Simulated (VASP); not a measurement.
## AlN: single point with r2SCAN

**Experimental background.**

“Structural and optical properties of self-assembled AlN nanowires grown on SiO2/Si substrates by molecular beam epitaxy”, 2024, arxiv:2402.00216 quotes, for a bulk crystal of AlN at 0 K: band gap 6.0343 eV (an exciton energy, a little under the gap).

Crystal: AlN.

```xyz
4
Lattice="3.1067 0.0000 0.0000 -1.5533 2.6905 0.0000 0.0000 0.0000 4.9784" Properties=species:S:1:pos:R:3 pbc="T T T"
Al    0.0000    1.7936    0.0084
Al    1.5533    0.8968    2.4976
N     0.0000    1.7936    1.9083
N     1.5533    0.8968    4.3975
```

```yaml
Program: VASP 6.6.1
Task: single point
Functional: r2SCAN
Potentials_or_basis: VASP PAW PBE potentials, release 64 (Al, N)
Cutoff: 520 eV
k_mesh: 12 × 12 × 6
Occupations: gaussian, width 0.02 eV
Spin: no spin polarisation
```

```
Pressure               : -0.4 GPa
Band gap on the k mesh : 4.92 eV
```

Levels at points of the mesh, in eV from the valence-band top:
```csv
k point,band 5,band 6,band 7,band 8,band 9,band 10,band 11,band 12
"(0.00, 0.00, 0.00)",-0.88,-0.22,-0.22,0.00,4.92,7.54,11.62,12.04
"(0.50, 0.00, 0.00)",-3.39,-2.14,-1.77,-0.71,6.45,6.56,9.05,11.26
"(0.00, 0.00, 0.50)",-0.56,-0.56,-0.56,-0.56,7.26,7.26,11.32,11.32
"(0.50, 0.00, 0.50)",-1.50,-1.50,-1.39,-1.39,6.00,6.00,10.15,10.15
```

It took 3 min on 1 thread of Intel Xeon 8259CL (shared host), peak memory 0.19 GiB.

Measured gap of AlN: 6.0343 eV (an exciton energy, a little under the gap; 0 K; quoted in “Structural and optical properties of self-assembled AlN nanowires grown on SiO2/Si substrates by molecular beam epitaxy”, 2024, arxiv:2402.00216). This calculation gives 4.92 eV (-1.11 eV). 2 values of this kind are on record (6.034 to 6.0343 eV); this one was drawn at random. The value is that of r2SCAN on a finite k mesh, which can miss the band edges, without temperature or zero-point motion.

Caveat: the PAW data sets were made with another functional, which shifts forces and pressure a little.
